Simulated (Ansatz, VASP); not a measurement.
**AlNi3 in VASP and in Ansatz**

INCAR

```
SYSTEM = AlNi3
  PREC = Accurate
  ENCUT = 520
  EDIFF = 1E-7
  ISMEAR = -1
  SIGMA = 0.05
  LREAL = .FALSE.
  LASPH = .TRUE.
  NELM = 150
  ALGO = Normal
  ISIF = 2
  LWAVE = .FALSE.
  LCHARG = .TRUE.
  ISPIN = 2
  MAGMOM = 1 1 1 0
  LORBIT = 11
  NUPDOWN = 3.0
  LMAXMIX = 4
  GGA = PE
  LELF = .TRUE.
  LVHAR = .TRUE.
  NBANDS = 28
```

KPOINTS

```
regular mesh
0
G
  6 6 6
  0 0 0
```

File POSCAR:

```
AlNi3
1.0
    3.5230547267      0.0000000000      0.0000000000
    0.0000000000      3.5230547267      0.0000000000
    0.0000000000      0.0000000000      3.5230547267
Ni Al
3 1
Direct
    0.5000000000      0.5000000000      0.0000000000
    0.5000000000      0.0000000000      0.5000000000
    0.0000000000      0.5000000000      0.5000000000
    0.0000000000      0.0000000000      0.0000000000
```

Contents of input.yaml:

```yaml
crystal:
  lattice:
    - [3.5230547267, 0.0, 0.0]
    - [0.0, 3.5230547267, 0.0]
    - [0.0, 0.0, 3.5230547267]
  atoms:
    - { symbol: Ni, position: [0.5, 0.5, 0.0], spin: 1.0 }
    - { symbol: Ni, position: [0.5, 0.0, 0.5], spin: 1.0 }
    - { symbol: Ni, position: [0.0, 0.5, 0.5], spin: 1.0 }
    - { symbol: Al, position: [0.0, 0.0, 0.0] }
hamiltonian:
  xc: pbe
  pseudopotentials: { kind: paw }
magnetization:
  spin_polarized: true
  initial_magnetization: 3.0
  spin_locking: { lock_magnetization: hard }
kpoints:
  mp_grid: { grid: [6, 6, 6] }
scf:
  occupations: { method: fermi_dirac, width: 0.05 }
  lower_state_search: "off"
output:
  forces: true
  stress: true
  eigenvalues: true
  write_density: true
  write_potential: true
  elf: true
  volumetric_format: npy
```

Alike in both runs: task single point; functional PBE; k mesh 6 × 6 × 6; occupations fermi-dirac, width 0.05 eV; collinear spin; fixed moment 3 μB.

|  | VASP | Ansatz |
| --- | --- | --- |
| version | VASP 6.6.1 | Ansatz 0.2.0 |
| potentials or method | VASP PAW PBE potentials, release 64 (Ni, Al) | Ansatz PAW |
| plane-wave cutoff (eV) | 520 | 420 |
| valence electrons in the cell | 33 | 57 |

```tsv
	VASP	Ansatz	Ansatz less VASP
pressure (GPa)	14.3	14.4	+0.06
net moment per atom (μB)	0.75	0.75	0.000
size of the moment on the site where the two differ most (μB)	0.06	0.08	+0.020
```

Site moments also hang on the region over which each program counts them. VASP's potentials hold 33 valence electrons a cell and Ansatz's 57, so a difference there can come from the potentials and not from the codes.
